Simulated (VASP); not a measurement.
# BN (P6_3/mmc) in VASP: single point with r2SCANh

Aim: the single point of BN with r2SCANh.

Program: VASP 6.6.1. These are calculated values, not measurements. Logs are shortened: lines on timing, memory, paths and dates and some standing lists are left out, and cuts for length are marked.

## 1. The cell of the first run

Symmetry: P6_3/mmc, No. 194, hexagonal system. The conventional cell has a = 2.491 Å, b = 2.491 Å, c = 4.001 Å, α = 90.00°, β = 90.00°, γ = 120.00°. Within 2.3 Å of B (site symmetry -3m) lie 6 N at 1.75 Å and 2 B at 2.00 Å. N (site symmetry -6m2) has 6 B at 1.75 Å within 2.3 Å.

## 2. Single point, r2SCANh

The input, POSCAR:

```
BN
1.0
    2.4913353474      0.0000000000      0.0000000000
   -1.2456676737      2.1575597002      0.0000000000
    0.0000000000      0.0000000000      4.0010591824
B N
2 2
Direct
    0.0000000000      0.0000000000      0.0000000000
    0.0000000000      0.0000000000      0.5000000000
    0.3333333333      0.6666666667      0.2500000000
    0.6666666667      0.3333333333      0.7500000000
```

The input, INCAR.step1:

```
ALGO = Normal
EDIFF = 1E-5
ENCUT = 520
GGA = PE
ISIF = 2
ISMEAR = 0
LASPH = True
LREAL = False
LWAVE = True
NBANDS = 16
NELM = 100
PREC = Accurate
SIGMA = 0.01
```

The input, INCAR.step2:

```
AEXX = 0.1
ALGO = Normal
EDIFF = 1E-6
ENCUT = 520
ISIF = 2
ISMEAR = 0
ISTART = 1
LASPH = True
LCHARG = True
LELF = True
LHFCALC = True
LMIXTAU = True
LREAL = False
LVHAR = True
LWAVE = False
METAGGA = R2SCAN
NBANDS = 16
NELM = 100
PREC = Accurate
PRECFOCK = Normal
SIGMA = 0.01
```

The input, KPOINTS:

```
k-points
0
Gamma
  9 9 4
```

Potentials or basis: VASP PAW PBE potentials, release 64 (B, N).

Command:

```sh
> cat potpaw_PBE.64/B/POTCAR potpaw_PBE.64/N/POTCAR > POTCAR
> cp INCAR.step1 INCAR
> mpirun -np 1 vasp_std > vasp.out
> cp INCAR.step2 INCAR
> mpirun -np 1 vasp_std > vasp.out
```

OUTCAR:

```text
AEXX = 0.1
   EDIFF = 1E-6
   ENCUT = 520
   ISIF = 2
   ISMEAR = 0
   ISTART = 1
   LASPH = True
   LHFCALC = True
   LREAL = False
   METAGGA = R2SCAN
   NELM = 100
   PREC = Accurate
   PRECFOCK = Normal

 ion  position               nearest neighbor table
   1  0.000  0.000  0.000-   3 1.75   4 1.75   4 1.75   3 1.75   4 1.75   3 1.75   2 2.00   2 2.00

   2  0.000  0.000  0.500-   3 1.75   4 1.75   4 1.75   3 1.75   4 1.75   3 1.75   1 2.00   1 2.00

   3  0.333  0.667  0.250-   1 1.75   2 1.75   1 1.75   2 1.75   1 1.75   2 1.75
   4  0.667  0.333  0.750-   1 1.75   2 1.75   1 1.75   2 1.75   1 1.75   2 1.75

  LATTYP: Found a hexagonal cell.
 ALAT       =     2.4913353474
 C/A-ratio  =     1.6059898105

  Lattice vectors:

 A1 = (   2.4913353474,   0.0000000000,   0.0000000000)
 A2 = (  -1.2456676737,   2.1575597002,   0.0000000000)
 A3 = (   0.0000000000,   0.0000000000,   4.0010591824)

Analysis of symmetry for initial positions (statically):
=====================================================================
 Subroutine PRICEL returns:
 Original cell was already a primitive cell.

 Routine SETGRP: Setting up the symmetry group for a
 hexagonal supercell.

 Subroutine GETGRP returns: Found 24 space group operations
 (whereof 12 operations were pure point group operations)
 out of a pool of 24 trial point group operations.

The static configuration has the point symmetry D_3d.
 The point group associated with its full space group is D_6h.

Analysis of symmetry for dynamics (positions and initial velocities):
=====================================================================
 Subroutine PRICEL returns:
 Original cell was already a primitive cell.

 Routine SETGRP: Setting up the symmetry group for a
 hexagonal supercell.

 Subroutine GETGRP returns: Found 24 space group operations
 (whereof 12 operations were pure point group operations)
 out of a pool of 24 trial point group operations.

The dynamic configuration has the point symmetry D_3d.
 The point group associated with its full space group is D_6h.

 Subroutine INISYM returns: Found 24 space group operations
 (whereof 12 operations are pure point group operations),
 and found     1 'primitive' translations

----------------------------------------------------------------------------------------

                                     Primitive cell

  volume of cell :      21.5065

  direct lattice vectors                    reciprocal lattice vectors
     2.491335347  0.000000000  0.000000000     0.401391166  0.231743298  0.000000000
    -1.245667674  2.157559700  0.000000000     0.000000000  0.463486595  0.000000000
     0.000000000  0.000000000  4.001059182     0.000000000  0.000000000  0.249933819

  length of vectors
     2.491335347  2.491335347  4.001059182     0.463486595  0.463486595  0.249933819

  position of ions in fractional coordinates (direct lattice)
     0.000000000  0.000000000  0.000000000
     0.000000000  0.000000000  0.500000000
     0.333333333  0.666666667  0.250000000
     0.666666667  0.333333333  0.750000000

  ion indices of the primitive-cell ions
   primitive index   ion index
                 1           1
                 2           2
                 3           3
                 4           4

----------------------------------------------------------------------------------------

 KPOINTS: k-points

Automatic generation of k-mesh.
 Grid dimensions read from file:
 generate k-points for:    9    9    4

 Generating k-lattice:

  Cartesian coordinates                     Fractional coordinates (reciprocal lattice)
     0.044599018  0.025749255  0.000000000     0.111111111  0.000000000  0.000000000
     0.000000000  0.051498511  0.000000000     0.000000000  0.111111111  0.000000000
     0.000000000  0.000000000  0.062483455     0.000000000  0.000000000  0.250000000

  Length of vectors
     0.051498511  0.051498511  0.062483455

  Shift w.r.t. Gamma in fractional coordinates (k-lattice)
     0.000000000  0.000000000  0.000000000

 Subroutine IBZKPT returns following result:
 ===========================================

 Found     36 irreducible k-points:

 Following reciprocal coordinates:
            Coordinates               Weight
  0.000000  0.000000  0.000000      1.000000
  0.111111  0.000000  0.000000      6.000000
  0.222222  0.000000  0.000000      6.000000
  0.333333  0.000000  0.000000      6.000000
  0.444444  0.000000  0.000000      6.000000
  0.111111  0.111111  0.000000      6.000000
[... 16 lines left out ...]
  0.333333  0.222222  0.250000     24.000000
  0.333333  0.333333  0.250000      4.000000
 [... further k-points ...]
   k-points           NKPTS =     36   k-points in BZ     NKDIM =    324   number of bands    NBANDS=     16
   number of dos      NEDOS =    301   number of ions     NIONS =      4
   total plane-waves  NPLWV =  12000
   dimension x,y,z NGX =    20 NGY =   20 NGZ =   30
   dimension x,y,z NGXF=    40 NGYF=   40 NGZF=   60
   ions per type =               2   2
   NGX,Y,Z   is equivalent  to a cutoff of  13.35, 13.35, 12.47 a.u.
   NGXF,Y,Z  is equivalent  to a cutoff of  26.69, 26.69, 24.93 a.u.
 SYSTEM =  unknown system
   PREC   = accura    normal or accurate (medium, high low for compatibility)
   ISTART =      1    job   : 0-new  1-cont  2-samecut
   ICHARG =      0    charge: 1-file 2-atom 10-const
   ISPIN  =      1    spin polarized calculation?
   LNONCOLLINEAR =      F non collinear calculations
   LSORBIT =      F    spin-orbit coupling
   LASPH  =      T    aspherical Exc in radial PAW
   ENCUT  =  520.0 eV  38.22 Ry    6.18 a.u.   4.63  4.63  7.44*2*pi/ulx,y,z
   NELM   =    100;   NELMIN=  2; NELMDL=  0     # of ELM steps
   EDIFF  = 0.1E-05   stopping-criterion for ELM
   LREAL  =      F    real-space projection
   EDIFFG = 0.1E-04   stopping-criterion for IOM
   NSW    =      0    number of steps for IOM
   IBRION =     -1    ionic relax: 0-MD 1-quasi-New 2-CG
   NFREE  =      0    steps in history (QN), initial steepest desc. (CG)
   ISIF   =      2    stress and relaxation
   ISYM   =      3    0-nonsym 1-usesym 2-fastsym
   POTIM  = 0.5000    time-step for ionic-motion
   TEBEG  =    0.0;   TEEND  =   0.0 temperature during run
   PSTRESS=    0.0 pullay stress
   NELECT =      16.0000    total number of electrons
   NUPDOWN=      -1.0000    fix difference up-down
   EMIN   =  10.00;   EMAX   =-10.00  energy-range for DOS
   EFERMI =   0.00;   METHOD = LEGACY
   ISMEAR =     0;   SIGMA  =   0.01  broadening in eV -4-tet -1-fermi 0-gaus
   EFERMI_NEDOS =   21; number of points for ismear=-14 and -15
   IALGO  =     38    algorithm
   IMIX   =      1    mixing-type and parameters
     AMIX     =   0.40;   BMIX     =  1.00
     AMIX_MAG =   1.60;   BMIX_MAG =  1.00
  volume/ion in A,a.u.               =       5.38        36.28
  Fermi-wavevector in a.u.,A,eV,Ry     =   1.483400  2.803219 29.939272  2.200474
  Thomas-Fermi vector in A             =   2.597066
   LORBIT       =      0    0 simple, 1 ext, 2 COOP (PROOUT), +10 PAW based schemes
   METAGGA = R2SCAN    functional components
   LHFCALC =     T    Hartree Fock is set to
   PRECFOCK=normal    Normal, Fast or Accurate (Low or Medium for compatibility)
   ENCUT4O =  -1.0   cutoff for four orbital integrals eV
   NKREDX  =     1    reduce k-point grid by
   NKREDY  =     1    reduce k-point grid by
   NKREDZ  =     1    reduce k-point grid by
   AEXX    =    0.1000 exact exchange contribution
   HFSCREEN=    0.0000 screening length (either q_TF or 0.3 A-1)
   HFSCREENC=   0.0000 screening length for correlation (either q_TF or 0.3 A-1)
   ENCUTFOCK=  -1.0 apply spherical cutoff to Coloumb kernel
   IVDW    =     0    specifies the selected vdW correction
   LEPSILON=     F    determine dielectric tensor
   LRPA    =     F    only Hartree local field effects (RPA)
 non-spin polarized calculation
 Gauss-broadening in eV      SIGMA  =   0.01
  energy-cutoff  :      520.00
  volume of cell :       21.51
 maximum number of plane-waves:       590
 NGX is ok and might be reduce to    20
  NGX = 14; NGY = 14; NGZ = 24

 number of electron      15.9999997 magnetization

 Free energy of the ion-electron system (eV)
  ---------------------------------------------------
  ext. energy  EPLUGINS =         0.00000000
  ---------------------------------------------------
  free energy    TOTEN  =       -33.40005322 eV

  energy without entropy =      -33.40005322  energy(sigma->0) =      -33.40005322

 E-fermi :   9.7113     XC(G=0): -13.2962

 val. band max:        9.6342285462   @ k =   0.2222   0.0000   0.0000
 cond. band min:      12.1498524071   @ k =   0.3333   0.3333   0.0000
 fundamental gap:      2.5156238609
 Fermi energy:         9.7112756015

 k-point     1 :       0.0000    0.0000    0.0000
  band No.  band energies     occupation
      1     -14.5112      2.00000
      2      -9.0791      2.00000
      3      -3.4681      2.00000
      4       8.1446      2.00000
      5       8.1446      2.00000
      6       8.9338      2.00000
[... 8 lines left out ...]
     15      26.7950      0.00000
     16      27.0041      0.00000

 k-point     2 :       0.1111    0.0000    0.0000
  band No.  band energies     occupation
      1     -14.1861      2.00000
      2      -8.7819      2.00000
      3      -3.1754      2.00000
      4       5.8946      2.00000
      5       6.9400      2.00000
      6       8.2174      2.00000
[... 8 lines left out ...]
     15      25.9134      0.00000
     16      27.0802      0.00000

 k-point     3 :       0.2222    0.0000    0.0000
  band No.  band energies     occupation
      1     -13.2216      2.00000
      2      -7.9420      2.00000
      3      -2.3132      2.00000
      4       2.2499      2.00000
      5       5.4163      2.00000
      6       5.7791      2.00000
[... 8 lines left out ...]
     15      24.5664      0.00000
     16      26.2829      0.00000

 k-point     4 :       0.3333    0.0000    0.0000
  band No.  band energies     occupation
      1     -11.6673      2.00000
      2      -6.8748      2.00000
      3      -0.9933      2.00000
      4      -0.9610      2.00000
      5       2.7993      2.00000
      6       4.2511      2.00000
[... 8 lines left out ...]
     15      24.7399      0.00000
     16      27.5952      0.00000

 k-point     5 :       0.4444    0.0000    0.0000
  band No.  band energies     occupation
      1      -9.7563      2.00000
      2      -7.0015      2.00000
      3      -1.9237      2.00000
      4      -0.0260      2.00000
      5       0.5025      2.00000
      6       3.6346      2.00000
[... 8 lines left out ...]
     15      26.1212      0.00000
     16      27.8377      0.00000

 k-point     6 :       0.1111    0.1111    0.0000
  band No.  band energies     occupation
      1     -13.5409      2.00000
      2      -8.2106      2.00000
      3      -2.5966      2.00000
      4       4.0746      2.00000
      5       4.1652      2.00000
      6       8.1115      2.00000
[... 8 lines left out ...]
     15      25.4443      0.00000
     16      26.1716      0.00000
[... 267 lines left out ...]
 k-point    21 :       0.4444    0.1111    0.2500
  band No.  band energies     occupation
      1      -8.6036      2.00000
      2      -7.2436      2.00000
      3      -2.7602      2.00000
      4      -1.9645      2.00000
      5       1.9564      2.00000
      6       4.7149      2.00000
[... 8 lines left out ...]
     15      25.4127      0.00000
     16      27.1417      0.00000

 k-point    22 :       0.2222    0.2222    0.2500
  band No.  band energies     occupation
      1     -10.3216      2.00000
      2      -7.3641      2.00000
      3      -0.8609      2.00000
      4      -0.3559      2.00000
      5       1.6651      2.00000
      6       3.2705      2.00000
[... 8 lines left out ...]
     15      25.0987      0.00000
     16      25.1831      0.00000

 k-point    23 :       0.3333    0.2222    0.2500
  band No.  band energies     occupation
      1      -8.5182      2.00000
      2      -6.7645      2.00000
      3      -2.3794      2.00000
      4      -1.2060      2.00000
      5       0.5606      2.00000
      6       2.4209      2.00000
[... 8 lines left out ...]
     15      26.0031      0.00000
     16      26.7696      0.00000

 k-point    24 :       0.3333    0.3333    0.2500
  band No.  band energies     occupation
      1      -7.1435      2.00000
      2      -7.1435      2.00000
      3      -2.7723      2.00000
      4      -0.4431      2.00000
      5       0.1753      2.00000
      6       0.1753      2.00000
[... 8 lines left out ...]
     15      26.8623      0.00000
     16      26.8623      0.00000

 [... further k-points ...]

------------------------ aborting loop because EDIFF is reached ----------------------------------------

  FORCE on cell =-STRESS in cart. coord.  units (eV):
  Direction    XX          YY          ZZ          XY          YZ          ZX
  --------------------------------------------------------------------------------------
  -------------------------------------------------------------------------------------
  Total       -0.5068584     -0.5068584     -0.4102473      0.0000000      0.0000000      0.0000000
  in kB      -37.7595902    -37.7595902    -30.5623239      0.0000000      0.0000000      0.0000000
  external PRESSURE =     -35.3605014 kB  Pullay stress =       0.0000000 kB

 VOLUME and BASIS-vectors are now :
 -----------------------------------------------------------------------------
  energy-cutoff  :      520.00
  volume of cell :       21.51
      direct lattice vectors                 reciprocal lattice vectors
     2.491335347  0.000000000  0.000000000     0.401391166  0.231743298  0.000000000
    -1.245667674  2.157559700  0.000000000     0.000000000  0.463486595  0.000000000
     0.000000000  0.000000000  4.001059182     0.000000000  0.000000000  0.249933819

 POSITION                                       TOTAL-FORCE (eV/Angst)
 -----------------------------------------------------------------------------------
      0.00000      0.00000      0.00000         0.000000      0.000000      0.000000
      0.00000      0.00000      2.00053         0.000000      0.000000      0.000000
     -0.00000      1.43837      1.00026        -0.000000     -0.000000      0.000000
      1.24567      0.71919      3.00079         0.000000      0.000000      0.000000
 -----------------------------------------------------------------------------------
    total drift:                                0.000000     -0.000000      0.000000

  FREE ENERGIE OF THE ION-ELECTRON SYSTEM (eV)
  ---------------------------------------------------
  free  energy   TOTEN  =       -33.4000532191 eV

  energy  without entropy=      -33.4000532191  energy(sigma->0) =      -33.40005322
```

It took 46 min on 1 thread of Intel Xeon Platinum 8259CL at 2.50GHz (Skylake/Cascade Lake), shared host; peak memory 0.16 GiB.

What came out:

- Free energy: -33.4001 eV
- Pressure: -3.5 GPa
- Band gap on the k mesh: 2.52 eV (least direct gap 6.64 eV)

Stress tensor (GPa, compression positive):
```
-3.78  0.00  0.00
 0.00 -3.78  0.00
 0.00  0.00 -3.06
```

Caveat: the cell stands under tension; the PAW data sets were made with another functional, which shifts forces and pressure a little. A k mesh can miss the band edges.
